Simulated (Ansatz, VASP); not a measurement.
# Ti: VASP beside Ansatz

```
Ti
1.0
    -1.68725    1.68725    1.55227
     1.68725   -1.68725    1.55227
     1.68725    1.68725   -1.55227
Ti
1
Direct
  0.00000 0.00000 0.00000
```

Alike in both runs: task single point; functional r2SCAN; k mesh 22 × 22 × 22; occupations gaussian, width 0.15 eV; no spin polarisation.

|  | VASP | Ansatz |
| --- | --- | --- |
| version | VASP 6.6.1 | Ansatz 0.2.0 |
| potentials or method | VASP PAW PBE potentials, release 64 (Ti_sv), cutoff 520 eV | scalar-relativistic, plane waves, PAW |
| valence electrons in the cell | 12 | 12 |

|  | VASP | Ansatz | Ansatz less VASP |
| --- | --- | --- | --- |
| gap on the k mesh at the Fermi level (eV) | none | none | - |
| pressure (GPa) | -2.5 | -2.7 | -0.29 |
| traceless stress, the component that is largest in VASP (GPa) | -1.42 | -1.42 | -0.008 |

VASP's potentials were made for PBE, not for r2SCAN. A gap of «none» marks a metal or a gap that the smearing closes. With one functional, cell and mesh, what is left measures potentials, basis and numerics.
